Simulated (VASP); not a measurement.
Wanted: the native input for a VASP 6.6.1 run.

```yaml
Task: single point
Functional: PBE
Dispersion: D3(BJ)
Potentials_or_basis: VASP PAW PBE potentials, release 64 (O)
Cutoff: 520 eV
k_mesh: 14 × 14 × 14
Occupations: gaussian, width 0.15 eV
Spin: no spin polarisation
Dipole_correction: no
Further_INCAR_settings: ALGO = Normal; EDIFF = 1e-06; NBANDS = 13
```

The structure of O lies in POSCAR:

```
O
1.0
    0.2548964743      1.7710342832      4.4625052954
    2.1081400100      0.4480885228      4.3812287010
    2.1443356565      1.6120345306      0.1718293588
O
2
Direct
    0.0701593275      0.0779312095      0.9342476290
    0.9298406725      0.9220687905      0.0657523710
```

This cell differs from its parent crystal: atoms moved at random and the cell strained at random.

One way to write it, as run:

INCAR

```
ALGO = Normal ; EDIFF = 1E-6
ENCUT = 520 ; GGA = PE
ISIF = 2 ; ISMEAR = 0
IVDW = 12 ; LASPH = T
LCHARG = T ; LELF = T
LREAL = F ; LVHAR = T
LWAVE = F ; NBANDS = 13
NELM = 100 ; PREC = Accurate
SIGMA = 0.15
```

KPOINTS

```
k-points
0
Gamma
  14 14 14
```

Potentials or basis: VASP PAW PBE potentials, release 64 (O).

The run is started by

```bash
$ cat potpaw_PBE.64/O/POTCAR > POTCAR
$ mpirun -np 1 vasp_std > vasp.out
```

It gave:

```yaml
Pressure: -8.7 GPa
Largest_force: 3.681 eV/Å
Band_gap_on_the_k_mesh: zero (band 6 reaches -0.16 eV, above the bottom of band 7 at -1.13 eV)
Dispersion_energy_per_atom: -0.065 eV
```

Caveat: the cell differs from its parent crystal (atoms moved at random and the cell strained at random); spin is off for a triplet molecule; pairwise dispersion overbinds metals, which lowers pressure and volume; forces of over 1 eV/Å act on the atoms, so gaps and moduli don't describe the material at rest.

Wall time 5.3 min on 1 thread of Intel(R) Xeon(R) Platinum 8488C (Sapphire Rapids) (shared host), peak memory 0.44 GiB.
